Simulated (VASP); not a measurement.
# BaSr2O2 (P-3m1) in VASP: notebook

The runs below take BaSr2O2 through single point, relaxation of cell and atoms, with PBE.

All numbers are computed with VASP 6.6.1; they aren't measurements. Logs are shortened: lines on timing, memory, paths and dates and some standing lists are left out, and cuts for length are marked.

## Step 1: The cell of the first run

Symmetry: P-3m1, No. 164, trigonal system. The conventional cell has a = 4.220 Å, b = 4.220 Å, c = 10.238 Å, α = 90.00°, β = 90.00°, γ = 120.00°. Within 5.5 Å of Ba (site symmetry -3m) lie 6 Ba at 4.22 Å and 6 Sr at 4.53 Å and 6 O at 4.63 Å. Sr (site symmetry 3m) has 4 O at 2.44 to 2.47 Å within 3.2 Å. O (site symmetry 3m) has 4 Sr at 2.44 to 2.47 Å within 3.2 Å.

## Step 2: Single point, PBE

INCAR reads:

```
SYSTEM = BaSr2O2
PREC = Accurate
ENCUT = 520
EDIFF = 1E-7
ISMEAR = 0
SIGMA = 0.1
LREAL = .False.
LASPH = .True.
NELM = 80
ALGO = Normal
ISIF = 2
LWAVE = .False.
LCHARG = .False.
GGA = PE
NBANDS = 29
```

KPOINTS reads:

```
Automatic mesh
0
Gamma
  6 6 2
  0 0 0
```

POSCAR reads:

```
BaSr2O2
1.0
    4.2204802971      0.0000000000      0.0000000000
   -2.1102401485      3.6550431535      0.0000000000
    0.0000000000      0.0000000000     10.2380493734
Ba Sr O
1 2 2
Direct
    0.0000000000      0.0000000000      0.0000000000
    0.3333333333      0.6666666667      0.6264451348
    0.6666666667      0.3333333333      0.3735548652
    0.3333333333      0.6666666667      0.3847619625
    0.6666666667      0.3333333333      0.6152380375
```

Potentials or basis: VASP PAW PBE potentials, release 64 (Ba_sv, Sr_sv, O).

Run with:

```console
> cat potpaw_PBE.64/Ba_sv/POTCAR potpaw_PBE.64/Sr_sv/POTCAR potpaw_PBE.64/O/POTCAR > POTCAR
> mpirun -np 1 vasp_std > vasp.out
```

OUTCAR:

```text
SYSTEM = BaSr2O2
   PREC = Accurate
   ENCUT = 520
   EDIFF = 1E-7
   ISMEAR = 0
   LREAL = .False.
   LASPH = .True.
   NELM = 80
   ISIF = 2
   GGA = PE

 ion  position               nearest neighbor table
   1  0.000  0.000  0.000-   2 4.53   3 4.53   3 4.53   2 4.53   3 4.53   2 4.53
   2  0.333  0.667  0.626-   5 2.44   5 2.44   5 2.44   4 2.47   3 3.56   3 3.56   3 3.56   1 4.53
                             1 4.53   1 4.53
   3  0.667  0.333  0.374-   4 2.44   4 2.44   4 2.44   5 2.47   2 3.56   2 3.56   2 3.56   1 4.53
                             1 4.53   1 4.53
   4  0.333  0.667  0.385-   3 2.44   3 2.44   3 2.44   2 2.47
   5  0.667  0.333  0.615-   2 2.44   2 2.44   2 2.44   3 2.47

  LATTYP: Found a hexagonal cell.
 ALAT       =     4.2204802971
 C/A-ratio  =     2.4258019592

  Lattice vectors:

 A1 = (   4.2204802971,   0.0000000000,   0.0000000000)
 A2 = (  -2.1102401485,   3.6550431535,   0.0000000000)
 A3 = (   0.0000000000,   0.0000000000,  10.2380493734)

Analysis of symmetry for initial positions (statically):
=====================================================================
 Subroutine PRICEL returns:
 Original cell was already a primitive cell.

 Routine SETGRP: Setting up the symmetry group for a
 hexagonal supercell.

 Subroutine GETGRP returns: Found 12 space group operations
 (whereof 12 operations were pure point group operations)
 out of a pool of 24 trial point group operations.

The static configuration has the point symmetry D_3d.

Analysis of symmetry for dynamics (positions and initial velocities):
=====================================================================
 Subroutine PRICEL returns:
 Original cell was already a primitive cell.

 Routine SETGRP: Setting up the symmetry group for a
 hexagonal supercell.

 Subroutine GETGRP returns: Found 12 space group operations
 (whereof 12 operations were pure point group operations)
 out of a pool of 24 trial point group operations.

The dynamic configuration has the point symmetry D_3d.

 Subroutine INISYM returns: Found 12 space group operations
 (whereof 12 operations are pure point group operations),
 and found     1 'primitive' translations

----------------------------------------------------------------------------------------

                                     Primitive cell

  volume of cell :     157.9325

  direct lattice vectors                    reciprocal lattice vectors
     4.220480297  0.000000000  0.000000000     0.236939857  0.136797290  0.000000000
    -2.110240148  3.655043153  0.000000000     0.000000000  0.273594581  0.000000000
     0.000000000  0.000000000 10.238049373     0.000000000  0.000000000  0.097674856

  length of vectors
     4.220480297  4.220480297 10.238049373     0.273594581  0.273594581  0.097674856

  position of ions in fractional coordinates (direct lattice)
     0.000000000  0.000000000  0.000000000
     0.333333333  0.666666667  0.626445135
     0.666666667  0.333333333  0.373554865
     0.333333333  0.666666667  0.384761963
     0.666666667  0.333333333  0.615238037

  ion indices of the primitive-cell ions
   primitive index   ion index
                 1           1
                 2           2
                 3           3
                 4           4
                 5           5

----------------------------------------------------------------------------------------

 KPOINTS: Automatic mesh

Automatic generation of k-mesh.
 Grid dimensions read from file:
 generate k-points for:    6    6    2

 Generating k-lattice:

  Cartesian coordinates                     Fractional coordinates (reciprocal lattice)
     0.039489976  0.022799548  0.000000000     0.166666667  0.000000000  0.000000000
     0.000000000  0.045599097  0.000000000     0.000000000  0.166666667  0.000000000
     0.000000000  0.000000000  0.048837428     0.000000000  0.000000000  0.500000000

  Length of vectors
     0.045599097  0.045599097  0.048837428

  Shift w.r.t. Gamma in fractional coordinates (k-lattice)
     0.000000000  0.000000000  0.000000000

 Subroutine IBZKPT returns following result:
 ===========================================

 Found     14 irreducible k-points:

 Following reciprocal coordinates:
            Coordinates               Weight
  0.000000  0.000000  0.000000      1.000000
  0.166667  0.000000  0.000000      6.000000
  0.333333  0.000000  0.000000      6.000000
  0.500000 -0.000000  0.000000      3.000000
  0.166667  0.166667  0.000000      6.000000
  0.333333  0.166667  0.000000     12.000000
  0.333333  0.333333  0.000000      2.000000
  0.000000  0.000000  0.500000      1.000000
  0.166667  0.000000  0.500000      6.000000
  0.333333  0.000000  0.500000      6.000000
  0.500000 -0.000000  0.500000      3.000000
  0.166667  0.166667  0.500000      6.000000
  0.333333  0.166667  0.500000     12.000000
  0.333333  0.333333  0.500000      2.000000
   k-points           NKPTS =     14   k-points in BZ     NKDIM =     14   number of bands    NBANDS=     29
   number of dos      NEDOS =    301   number of ions     NIONS =      5
   total plane-waves  NPLWV =  81920
   dimension x,y,z NGX =    32 NGY =   32 NGZ =   80
   dimension x,y,z NGXF=    64 NGYF=   64 NGZF=  160
   ions per type =               1   2   2
   NGX,Y,Z   is equivalent  to a cutoff of  12.60, 12.60, 12.99 a.u.
   NGXF,Y,Z  is equivalent  to a cutoff of  25.21, 25.21, 25.98 a.u.
 SYSTEM =  BaSr2O2
   PREC   = accura    normal or accurate (medium, high low for compatibility)
   ISTART =      0    job   : 0-new  1-cont  2-samecut
   ICHARG =      2    charge: 1-file 2-atom 10-const
   ISPIN  =      1    spin polarized calculation?
   LNONCOLLINEAR =      F non collinear calculations
   LSORBIT =      F    spin-orbit coupling
   LASPH  =      T    aspherical Exc in radial PAW
   ENCUT  =  520.0 eV  38.22 Ry    6.18 a.u.   7.85  7.85 19.04*2*pi/ulx,y,z
   NELM   =     80;   NELMIN=  2; NELMDL= -5     # of ELM steps
   EDIFF  = 0.1E-06   stopping-criterion for ELM
   LREAL  =      F    real-space projection
   EDIFFG = 0.1E-05   stopping-criterion for IOM
   NSW    =      0    number of steps for IOM
   IBRION =     -1    ionic relax: 0-MD 1-quasi-New 2-CG
   NFREE  =      0    steps in history (QN), initial steepest desc. (CG)
   ISIF   =      2    stress and relaxation
   ISYM   =      2    0-nonsym 1-usesym 2-fastsym
   POTIM  = 0.5000    time-step for ionic-motion
   TEBEG  =    0.0;   TEEND  =   0.0 temperature during run
   PSTRESS=    0.0 pullay stress
   NELECT =      42.0000    total number of electrons
   NUPDOWN=      -1.0000    fix difference up-down
   EMIN   =  10.00;   EMAX   =-10.00  energy-range for DOS
   EFERMI =   0.00;   METHOD = LEGACY
   ISMEAR =     0;   SIGMA  =   0.10  broadening in eV -4-tet -1-fermi 0-gaus
   EFERMI_NEDOS =   21; number of points for ismear=-14 and -15
   IALGO  =     38    algorithm
   IMIX   =      4    mixing-type and parameters
     AMIX     =   0.40;   BMIX     =  1.00
     AMIX_MAG =   1.60;   BMIX_MAG =  1.00
  volume/ion in A,a.u.               =      31.59       213.16
  Fermi-wavevector in a.u.,A,eV,Ry     =   1.052771  1.989449 15.079711  1.108328
  Thomas-Fermi vector in A             =   2.187867
   LORBIT       =      0    0 simple, 1 ext, 2 COOP (PROOUT), +10 PAW based schemes
   GGA     = PE    functional components
   LHFCALC =     F    Hartree Fock is set to
   AEXX    =    0.0000 exact exchange contribution
   IVDW    =     0    specifies the selected vdW correction
   LEPSILON=     F    determine dielectric tensor
   LRPA    =     F    only Hartree local field effects (RPA)
 non-spin polarized calculation
 Gauss-broadening in eV      SIGMA  =   0.10
  energy-cutoff  :      520.00
  volume of cell :      157.93
 maximum number of plane-waves:      4274
 NGX is ok and might be reduce to    32
   NGX = 15   NGY = 15   NGZ = 39

 number of electron      41.9999998 magnetization

 Free energy of the ion-electron system (eV)
  ---------------------------------------------------
  ext. energy  EPLUGINS =         0.00000000
  ---------------------------------------------------
  free energy    TOTEN  =       -24.48762981 eV

  energy without entropy =      -24.47912796  energy(sigma->0) =      -24.48337888

 E-fermi :   1.9328     XC(G=0):  -7.8962

 val. band max:        1.9001301015   @ k =   0.5000  -0.0000   0.5000
 cond. band min:       1.9855026203   @ k =   0.3333   0.0000   0.5000
 fundamental gap:      0.0853725188
 Fermi energy:         1.9327903193

 k-point     1 :       0.0000    0.0000    0.0000
  band No.  band energies     occupation
      1     -32.3228      2.00000
      2     -32.2349      2.00000
      3     -27.2934      2.00000
      4     -15.4986      2.00000
      5     -15.0862      2.00000
      6     -14.3505      2.00000
[... 21 lines left out ...]
     28       5.3616      0.00000
     29       6.2371      0.00000

 k-point     2 :       0.1667    0.0000    0.0000
  band No.  band energies     occupation
      1     -32.3125      2.00000
      2     -32.2349      2.00000
      3     -27.2802      2.00000
      4     -15.6746      2.00000
      5     -15.4618      2.00000
      6     -14.4037      2.00000
[... 21 lines left out ...]
     28       5.1375      0.00000
     29       6.9203      0.00000

 k-point     3 :       0.3333    0.0000    0.0000
  band No.  band energies     occupation
      1     -32.2888      2.00000
      2     -32.2380      2.00000
      3     -27.2535      2.00000
      4     -15.9813      2.00000
      5     -15.9145      2.00000
      6     -14.4446      2.00000
[... 21 lines left out ...]
     28       5.5550      0.00000
     29       6.4292      0.00000

 k-point     4 :       0.5000   -0.0000    0.0000
  band No.  band energies     occupation
      1     -32.2729      2.00000
      2     -32.2436      2.00000
      3     -27.2400      2.00000
      4     -16.1052      2.00000
      5     -16.0976      2.00000
      6     -14.4600      2.00000
[... 21 lines left out ...]
     28       6.1082      0.00000
     29       7.0096      0.00000

 k-point     5 :       0.1667    0.1667    0.0000
  band No.  band energies     occupation
      1     -32.2953      2.00000
      2     -32.2366      2.00000
      3     -27.2602      2.00000
      4     -15.9073      2.00000
      5     -15.8114      2.00000
      6     -14.4674      2.00000
[... 21 lines left out ...]
     28       5.4845      0.00000
     29       6.4849      0.00000
[... 190 lines left out ...]
     28       6.6864      0.00000
     29       7.0605      0.00000

 k-point    12 :       0.1667    0.1667    0.5000
  band No.  band energies     occupation
      1     -32.2953      2.00000
      2     -32.2366      2.00000
      3     -27.2602      2.00000
      4     -15.9073      2.00000
      5     -15.8111      2.00000
      6     -14.4688      2.00000
[... 21 lines left out ...]
     28       5.4936      0.00000
     29       7.0551      0.00000

 k-point    13 :       0.3333    0.1667    0.5000
  band No.  band energies     occupation
      1     -32.2729      2.00000
      2     -32.2436      2.00000
      3     -27.2400      2.00000
      4     -16.1016      2.00000
      5     -16.0757      2.00000
      6     -14.5206      2.00000
[... 21 lines left out ...]
     28       6.1921      0.00000
     29       7.0020      0.00000

 k-point    14 :       0.3333    0.3333    0.5000
  band No.  band energies     occupation
      1     -32.2557      2.00000
      2     -32.2557      2.00000
      3     -27.2333      2.00000
      4     -16.1460      2.00000
      5     -16.1460      2.00000
      6     -14.5859      2.00000
[... 21 lines left out ...]
     28       6.3381      0.00000
     29       6.7670      0.00000

------------------------ aborting loop because EDIFF is reached ----------------------------------------

  FORCE on cell =-STRESS in cart. coord.  units (eV):
  Direction    XX          YY          ZZ          XY          YZ          ZX
  --------------------------------------------------------------------------------------
  -------------------------------------------------------------------------------------
  Total        0.2791794      0.2791794      0.2461980      0.0000000     -0.0000000      0.0000000
  in kB        2.8321898      2.8321898      2.4976039      0.0000000     -0.0000000      0.0000000
  external PRESSURE =       2.7206612 kB  Pullay stress =       0.0000000 kB

 VOLUME and BASIS-vectors are now :
 -----------------------------------------------------------------------------
  energy-cutoff  :      520.00
  volume of cell :      157.93
      direct lattice vectors                 reciprocal lattice vectors
     4.220480297  0.000000000  0.000000000     0.236939857  0.136797290  0.000000000
    -2.110240148  3.655043153  0.000000000     0.000000000  0.273594581  0.000000000
     0.000000000  0.000000000 10.238049373     0.000000000  0.000000000  0.097674856

 POSITION                                       TOTAL-FORCE (eV/Angst)
 -----------------------------------------------------------------------------------
      0.00000      0.00000      0.00000         0.000000      0.000000      0.000000
     -0.00000      2.43670      6.41358         0.000000     -0.000000      0.051088
      2.11024      1.21835      3.82447        -0.000000      0.000000     -0.051088
     -0.00000      2.43670      3.93921         0.000000     -0.000000     -0.024262
      2.11024      1.21835      6.29884        -0.000000      0.000000      0.024262
 -----------------------------------------------------------------------------------
    total drift:                                0.000000      0.000000      0.000000

  FREE ENERGIE OF THE ION-ELECTRON SYSTEM (eV)
  ---------------------------------------------------
  free  energy   TOTEN  =       -24.4876298078 eV

  energy  without entropy=      -24.4791279562  energy(sigma->0) =      -24.48337888
```

Run time: 41 s. Hardware: 1 thread of Intel Xeon 6975P-C (Granite Rapids), shared host; peak memory 0.31 GiB.

What came out:

- Free energy: -24.4876 eV
- Pressure: 0.3 GPa
- Largest force: 0.051 eV/Å
- Band gap on the k mesh: zero (bands 21 and 22 overlap by 0.59 eV)

Forces in eV/Å, atoms in the order of the input:
```
Ba   0.000  0.000  0.000
Sr   0.000  0.000  0.051
Sr   0.000  0.000 -0.051
O    0.000  0.000 -0.024
O    0.000  0.000  0.024
```

Caveat: spin-orbit coupling is left out, which moves the levels of the heavy elements.

[end of part 1 of 3]

The gap in the log of VASP goes by the Fermi energy; the results here count the filled bands.